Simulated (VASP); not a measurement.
# Pd (Fm-3m) in VASP: notebook

Runs on Pd. Level: HF. Tasks: single point.

Everything below comes from runs of VASP 6.6.1. Logs are shortened: lines on timing, memory, paths and dates and some standing lists are left out, and cuts for length are marked.

## Step 1: The cell of the first run

The structure is cubic, space group Fm-3m (No. 225). The conventional cell has a = 3.814 Å, b = 3.814 Å, c = 3.814 Å, α = 90.00°, β = 90.00°, γ = 90.00°. Within 3.6 Å of Pd (site symmetry m-3m) lie 12 Pd at 2.70 Å.

## Step 2: Single point, HF

POSCAR

```
Pd
1.0
    0.0000000000      1.9067643606      1.9067643606
    1.9067643606      0.0000000000      1.9067643606
    1.9067643606      1.9067643606      0.0000000000
Pd
1
Direct
    0.0000000000      0.0000000000      0.0000000000
```

INCAR.step1

```
PREC = Accurate ; ENCUT = 520
EDIFF = 1E-5 ; ISMEAR = -1
SIGMA = 0.05 ; LREAL = False
LASPH = True ; NELM = 80
ALGO = Normal ; ISIF = 2
LWAVE = True ; NBANDS = 11
GGA = PE
```

INCAR.step2

```
PREC = Accurate ; ENCUT = 520
EDIFF = 1E-6 ; ISMEAR = -1
SIGMA = 0.05 ; LREAL = False
LASPH = True ; NELM = 80
ALGO = Normal ; ISIF = 2
LWAVE = False ; LCHARG = True
GGA = PE ; LHFCALC = True
AEXX = 1.0 ; ALDAC = 0.0
AGGAC = 0.0 ; PRECFOCK = Normal
LELF = True ; LVHAR = True
NBANDS = 11 ; ISTART = 1
```

KPOINTS

```
regular mesh
0
Gamma
  6 6 6
```

Potentials or basis: VASP PAW PBE potentials, release 64 (Pd).

Launch:

```sh
$ cat potpaw_PBE.64/Pd/POTCAR > POTCAR
$ cp INCAR.step1 INCAR
$ mpirun -np 1 vasp_std > vasp.out
$ cp INCAR.step2 INCAR
$ mpirun -np 1 vasp_std > vasp.out
```

OUTCAR:

```text
PREC = Accurate
   ENCUT = 520
   EDIFF = 1E-6
   ISMEAR = -1
   LREAL = False
   LASPH = True
   NELM = 80
   ISIF = 2
   GGA = PE
   LHFCALC = True
   AEXX = 1.0
   PRECFOCK = Normal
   ISTART = 1

 ion  position               nearest neighbor table
   1  0.000  0.000  0.000-

  LATTYP: Found a face centered cubic cell.
 ALAT       =     3.8135287212

  Lattice vectors:

 A1 = (   0.0000000000,   1.9067643606,   1.9067643606)
 A2 = (   1.9067643606,   0.0000000000,   1.9067643606)
 A3 = (   1.9067643606,   1.9067643606,   0.0000000000)

Analysis of symmetry for initial positions (statically):
=====================================================================
 Subroutine PRICEL returns:
 Original cell was already a primitive cell.

 Routine SETGRP: Setting up the symmetry group for a
 face centered cubic supercell.

 Subroutine GETGRP returns: Found 48 space group operations
 (whereof 48 operations were pure point group operations)
 out of a pool of 48 trial point group operations.

The static configuration has the point symmetry O_h .

Analysis of symmetry for dynamics (positions and initial velocities):
=====================================================================
 Subroutine PRICEL returns:
 Original cell was already a primitive cell.

 Routine SETGRP: Setting up the symmetry group for a
 face centered cubic supercell.

 Subroutine GETGRP returns: Found 48 space group operations
 (whereof 48 operations were pure point group operations)
 out of a pool of 48 trial point group operations.

The dynamic configuration has the point symmetry O_h .

 Subroutine INISYM returns: Found 48 space group operations
 (whereof 48 operations are pure point group operations),
 and found     1 'primitive' translations

----------------------------------------------------------------------------------------

                                     Primitive cell

  volume of cell :      13.8650

  direct lattice vectors                    reciprocal lattice vectors
     0.000000000  1.906764361  1.906764361    -0.262224326  0.262224326  0.262224326
     1.906764361  0.000000000  1.906764361     0.262224326 -0.262224326  0.262224326
     1.906764361  1.906764361  0.000000000     0.262224326  0.262224326 -0.262224326

  length of vectors
     2.696572019  2.696572019  2.696572019     0.454185856  0.454185856  0.454185856

  position of ions in fractional coordinates (direct lattice)
     0.000000000  0.000000000  0.000000000

  ion indices of the primitive-cell ions
   primitive index   ion index
                 1           1

----------------------------------------------------------------------------------------

 KPOINTS: regular mesh

Automatic generation of k-mesh.
 Grid dimensions read from file:
 generate k-points for:    6    6    6

 Generating k-lattice:

  Cartesian coordinates                     Fractional coordinates (reciprocal lattice)
    -0.043704054  0.043704054  0.043704054     0.166666667  0.000000000  0.000000000
     0.043704054 -0.043704054  0.043704054     0.000000000  0.166666667  0.000000000
     0.043704054  0.043704054 -0.043704054     0.000000000  0.000000000  0.166666667

  Length of vectors
     0.075697643  0.075697643  0.075697643

  Shift w.r.t. Gamma in fractional coordinates (k-lattice)
     0.000000000  0.000000000  0.000000000

 Subroutine IBZKPT returns following result:
 ===========================================

 Found     16 irreducible k-points:

 Following reciprocal coordinates:
            Coordinates               Weight
  0.000000  0.000000  0.000000      1.000000
  0.166667  0.000000  0.000000      8.000000
  0.333333  0.000000  0.000000      8.000000
  0.500000  0.000000  0.000000      4.000000
  0.166667  0.166667  0.000000      6.000000
  0.333333  0.166667  0.000000     24.000000
[... 8 lines left out ...]
 -0.333333  0.333333  0.166667     24.000000
 -0.333333  0.500000  0.166667     12.000000
   k-points           NKPTS =     16   k-points in BZ     NKDIM =    216   number of bands    NBANDS=     11
   number of dos      NEDOS =    301   number of ions     NIONS =      1
   total plane-waves  NPLWV =   8000
   dimension x,y,z NGX =    20 NGY =   20 NGZ =   20
   dimension x,y,z NGXF=    40 NGYF=   40 NGZF=   40
   ions per type =               1
   NGX,Y,Z   is equivalent  to a cutoff of  12.33, 12.33, 12.33 a.u.
   NGXF,Y,Z  is equivalent  to a cutoff of  24.66, 24.66, 24.66 a.u.
 SYSTEM =  unknown system
   PREC   = accura    normal or accurate (medium, high low for compatibility)
   ISTART =      1    job   : 0-new  1-cont  2-samecut
   ICHARG =      0    charge: 1-file 2-atom 10-const
   ISPIN  =      1    spin polarized calculation?
   LNONCOLLINEAR =      F non collinear calculations
   LSORBIT =      F    spin-orbit coupling
   LASPH  =      T    aspherical Exc in radial PAW
   ENCUT  =  520.0 eV  38.22 Ry    6.18 a.u.   5.01  5.01  5.01*2*pi/ulx,y,z
   NELM   =     80;   NELMIN=  2; NELMDL=  0     # of ELM steps
   EDIFF  = 0.1E-05   stopping-criterion for ELM
   LREAL  =      F    real-space projection
   EDIFFG = 0.1E-04   stopping-criterion for IOM
   NSW    =      0    number of steps for IOM
   IBRION =     -1    ionic relax: 0-MD 1-quasi-New 2-CG
   NFREE  =      0    steps in history (QN), initial steepest desc. (CG)
   ISIF   =      2    stress and relaxation
   ISYM   =      3    0-nonsym 1-usesym 2-fastsym
   POTIM  = 0.5000    time-step for ionic-motion
   TEBEG  =    0.0;   TEEND  =   0.0 temperature during run
   PSTRESS=    0.0 pullay stress
   NELECT =      10.0000    total number of electrons
   NUPDOWN=      -1.0000    fix difference up-down
   EMIN   =  10.00;   EMAX   =-10.00  energy-range for DOS
   EFERMI =   0.00;   METHOD = LEGACY
   ISMEAR =    -1;   SIGMA  =   0.05  broadening in eV -4-tet -1-fermi 0-gaus
   EFERMI_NEDOS =   21; number of points for ismear=-14 and -15
   IALGO  =     38    algorithm
   IMIX   =      1    mixing-type and parameters
     AMIX     =   0.40;   BMIX     =  1.00
     AMIX_MAG =   1.60;   BMIX_MAG =  1.00
  volume/ion in A,a.u.               =      13.87        93.57
  Fermi-wavevector in a.u.,A,eV,Ry     =   1.468141  2.774384 29.326520  2.155438
  Thomas-Fermi vector in A             =   2.583674
   LORBIT       =      0    0 simple, 1 ext, 2 COOP (PROOUT), +10 PAW based schemes
   GGA     = PE    functional components
   LHFCALC =     T    Hartree Fock is set to
   PRECFOCK=normal    Normal, Fast or Accurate (Low or Medium for compatibility)
   ENCUT4O =  -1.0   cutoff for four orbital integrals eV
   NKREDX  =     1    reduce k-point grid by
   NKREDY  =     1    reduce k-point grid by
   NKREDZ  =     1    reduce k-point grid by
   AEXX    =    1.0000 exact exchange contribution
   HFSCREEN=    0.0000 screening length (either q_TF or 0.3 A-1)
   HFSCREENC=   0.0000 screening length for correlation (either q_TF or 0.3 A-1)
   ENCUTFOCK=  -1.0 apply spherical cutoff to Coloumb kernel
   IVDW    =     0    specifies the selected vdW correction
   LEPSILON=     F    determine dielectric tensor
   LRPA    =     F    only Hartree local field effects (RPA)
 non-spin polarized calculation
  energy-cutoff  :      520.00
  volume of cell :       13.87
 maximum number of plane-waves:       388
  NGX = 16; NGY = 16; NGZ = 16

 number of electron      10.0000004 magnetization

 Free energy of the ion-electron system (eV)
  ---------------------------------------------------
  ext. energy  EPLUGINS =         0.00000000
  ---------------------------------------------------
  free energy    TOTEN  =        -8.78475411 eV

  energy without entropy =       -8.77804702  energy(sigma->0) =       -8.78140057

 E-fermi :   9.3375     XC(G=0):   0.0000

 val. band max:        8.4588179964   @ k =   0.3333   0.1667   0.0000
 cond. band min:       9.3819145301   @ k =   0.5000   0.1667   0.0000
 fundamental gap:      0.9230965337
 Fermi energy:         9.3375493760

 k-point     1 :       0.0000    0.0000    0.0000
  band No.  band energies     occupation
      1      -0.7894      2.00000
      2       2.6707      2.00000
      3       2.6707      2.00000
      4       2.6707      2.00000
      5       3.9895      2.00000
      6       3.9895      2.00000
      7      35.1524      0.00000
      8      40.9677      0.00000
      9      40.9677      0.00000
     10      40.9677      0.00000
     11      46.2278      0.00000

 k-point     2 :       0.1667    0.0000    0.0000
  band No.  band energies     occupation
      1       0.4892      2.00000
      2       2.7498      2.00000
      3       2.9607      2.00000
      4       2.9607      2.00000
      5       4.1497      2.00000
      6       4.1497      2.00000
      7      35.9649      0.00000
      8      36.7525      0.00000
      9      42.4355      0.00000
     10      42.4355      0.00000
     11      46.6783      0.00000

 k-point     3 :       0.3333    0.0000    0.0000
  band No.  band energies     occupation
      1       0.2257      2.00000
      2       2.4230      2.00000
      3       2.4230      2.00000
      4       6.0591      2.00000
      5       6.0591      2.00000
      6       7.6192      2.00000
      7      29.8144      0.00000
      8      35.5961      0.00000
      9      42.9904      0.00000
     10      42.9904      0.00000
     11      46.4489      0.00000
[... 155 lines left out ...]
 k-point    15 :      -0.3333    0.3333    0.1667
  band No.  band energies     occupation
      1       0.6095      2.00000
      2       1.7257      2.00000
      3       3.1768      2.00000
      4       4.0772      2.00000
      5       7.9623      2.00000
      6      22.8606      0.00000
      7      25.1752      0.00000
      8      32.4404      0.00000
      9      32.4970      0.00000
     10      42.2464      0.00000
     11      46.5277      0.00000

 k-point    16 :      -0.3333    0.5000    0.1667
  band No.  band energies     occupation
      1      -0.3216      2.00000
      2       0.8018      2.00000
      3       4.7746      2.00000
      4       4.8954      2.00000
      5      11.5162      0.00000
      6      23.3845      0.00000
      7      28.7864      0.00000
      8      28.9800      0.00000
      9      29.7207      0.00000
     10      43.6948      0.00000
     11      46.8450      0.00000

------------------------ aborting loop because EDIFF is reached ----------------------------------------

  FORCE on cell =-STRESS in cart. coord.  units (eV):
  Direction    XX          YY          ZZ          XY          YZ          ZX
  --------------------------------------------------------------------------------------
  -------------------------------------------------------------------------------------
  Total        2.3544654      2.3544654      2.3544654     -0.0000000      0.0000000      0.0000000
  in kB      272.0707275    272.0707275    272.0707275     -0.0000000      0.0000000      0.0000000
  external PRESSURE =     272.0707275 kB  Pullay stress =       0.0000000 kB

 VOLUME and BASIS-vectors are now :
 -----------------------------------------------------------------------------
  energy-cutoff  :      520.00
  volume of cell :       13.87
      direct lattice vectors                 reciprocal lattice vectors
     0.000000000  1.906764361  1.906764361    -0.262224326  0.262224326  0.262224326
     1.906764361  0.000000000  1.906764361     0.262224326 -0.262224326  0.262224326
     1.906764361  1.906764361  0.000000000     0.262224326  0.262224326 -0.262224326

 POSITION                                       TOTAL-FORCE (eV/Angst)
 -----------------------------------------------------------------------------------
      0.00000      0.00000      0.00000         0.000000     -0.000000     -0.000000
 -----------------------------------------------------------------------------------
    total drift:                                0.000000      0.000000      0.000000

  FREE ENERGIE OF THE ION-ELECTRON SYSTEM (eV)
  ---------------------------------------------------
  free  energy   TOTEN  =        -8.7847541105 eV

  energy  without entropy=       -8.7780470249  energy(sigma->0) =       -8.78140057
```

Run time: 10 min. Hardware: 1 thread of Intel Xeon Platinum 8259CL at 2.50GHz (Skylake/Cascade Lake), shared host; peak memory 0.14 GiB.

Results:

| Property | Result |
| --- | --- |
| Free energy | -8.7848 eV |
| Pressure | 27.2 GPa |
| Band gap on the k mesh | zero (bands 5 and 6 overlap by 7.85 eV) |

Caveat: the k points lie up to 0.48 Å⁻¹ apart, too coarse for converged energies and pressures of a metal; the PAW data sets were made with another functional, which shifts forces and pressure a little.

## Step 3: Single point, HF

This run uses another cell than the first one, of 14.16 Å³/atom.

POSCAR

```
Pd
1.0
    0.0000000000      1.9201927211      1.9201927211
    1.9201927211      0.0000000000      1.9201927211
    1.9201927211      1.9201927211      0.0000000000
Pd
1
Direct
    0.0000000000      0.0000000000      0.0000000000
```

INCAR.step1

```
ALGO = Normal
EDIFF = 1E-5
ENCUT = 520
GGA = PE
ISIF = 2
ISMEAR = -1
LASPH = T
LCHARG = F
LREAL = F
LWAVE = T
NBANDS = 11
NELM = 80
PREC = Accurate
SIGMA = 0.05
```

INCAR.step2

```
AEXX = 1.0
AGGAC = 0.0
ALDAC = 0.0
ALGO = Normal
EDIFF = 1E-7
ENCUT = 520
GGA = PE
ISIF = 2
ISMEAR = -1
ISTART = 1
LASPH = T
LCHARG = F
LHFCALC = T
LREAL = F
LWAVE = F
NBANDS = 11
NELM = 80
PREC = Accurate
PRECFOCK = Normal
SIGMA = 0.05
```

KPOINTS

```
k-points
0
Gamma
  6 6 6
```

Potentials or basis: VASP PAW PBE potentials, release 64 (Pd).

Launch:

```sh
$ cat potpaw_PBE.64/Pd/POTCAR > POTCAR
$ cp INCAR.step1 INCAR
$ mpirun -np 1 vasp_std > vasp.out
$ cp INCAR.step2 INCAR
$ mpirun -np 1 vasp_std > vasp.out
```

Run time: 9.8 min. Hardware: 1 thread of Intel Xeon Platinum 8259CL at 2.50GHz (Skylake/Cascade Lake), shared host; peak memory 0.14 GiB.

Results (log left out):

- Free energy: -8.8301 eV
- Pressure: 21.7 GPa
- Band gap on the k mesh: zero (bands 5 and 6 overlap by 7.75 eV)

Levels at points of the mesh, in eV from the Fermi level:
| k point | band 3 | band 4 | band 5 | band 6 | band 7 | band 8 |
| --- | --- | --- | --- | --- | --- | --- |
| (0.00, 0.00, 0.00) | -6.51 | -6.51 | -5.27 | -5.27 | 25.79 | 31.47 |
| (0.50, 0.00, 0.00) | -7.10 | -1.88 | -1.88 | 5.79 | 15.37 | 24.95 |
| (0.50, 0.50, 0.00) | -3.36 | 2.48 | 2.48 | 9.33 | 19.43 | 21.84 |

Caveat: the k points lie up to 0.47 Å⁻¹ apart, too coarse for converged energies and pressures of a metal; the PAW data sets were made with another functional, which shifts forces and pressure a little.
